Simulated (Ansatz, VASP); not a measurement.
# One calculation of Nb3H, two programs

```
CELL_PARAMETERS angstrom
2.92702 0.00000 0.00000
0.00000 2.92702 0.00000
0.00000 0.00000 21.19579
ATOMIC_POSITIONS crystal
Nb 0.50000 0.50000 0.18872
Nb 0.00000 0.00000 0.28769
Nb 0.50000 0.50000 0.38667
H 0.50000 0.00000 0.50509
```

Alike in both runs: task single point; functional LDA; k mesh 9 × 9 × 1; occupations gaussian, width 0.1 eV; collinear spin.

|  | VASP | Ansatz |
| --- | --- | --- |
| version | VASP 6.6.1 | Ansatz 0.2.0 |
| potentials or method | VASP PAW LDA potentials, release 64 (Nb_sv, H), cutoff 520 eV | scalar-relativistic, plane waves, PAW |
| valence electrons in the cell | 40 | 40 |

|  | VASP | Ansatz | Ansatz less VASP |
| --- | --- | --- | --- |
| gap on the k mesh at the Fermi level (eV) | none | none | - |
| rms of the force components (eV/Å) | 0.800 | 0.800 | -0.0004 |
| net moment per atom (μB) | 0.00 | 0.00 | 0.000 |

LDA's correlation is that of Perdew and Zunger in VASP and of Perdew and Wang (1992) in Ansatz. Atom by atom the forces differ by 0.001 eV/Å (rms over components). A gap of «none» marks a metal or a gap that the smearing closes. Ansatz's warnings: seeded moment not kept.
